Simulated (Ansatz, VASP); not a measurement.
**One calculation of HgSe, two programs**

```xyz
2
Lattice="0.0000 3.1308 3.1308 3.1308 0.0000 3.1308 3.1308 3.1308 0.0000" Properties=species:S:1:pos:R:3 pbc="T T T"
Hg    0.0000    0.0000    0.0000
Se    1.5654    1.5654    1.5654
```

Alike in both runs: task single point; functional PBE; k mesh 11 × 11 × 11; occupations fermi-dirac, width 0.03 eV; non-collinear spin, spin-orbit coupling.

```csv
,VASP,Ansatz
version,VASP 6.6.1,Ansatz 0.2.0
potentials or method,"VASP PAW PBE potentials, release 64 (Hg, Se), cutoff 500 eV",all-electron LAPW
```

|  | VASP | Ansatz | Ansatz less VASP |
| --- | --- | --- | --- |
| pressure (GPa) | -0.2 | -0.5 | -0.35 |
| net moment per atom (μB) | 0.00 | 0.00 | 0.000 |

Ansatz ran all-electron here, and VASP with PAW potentials.
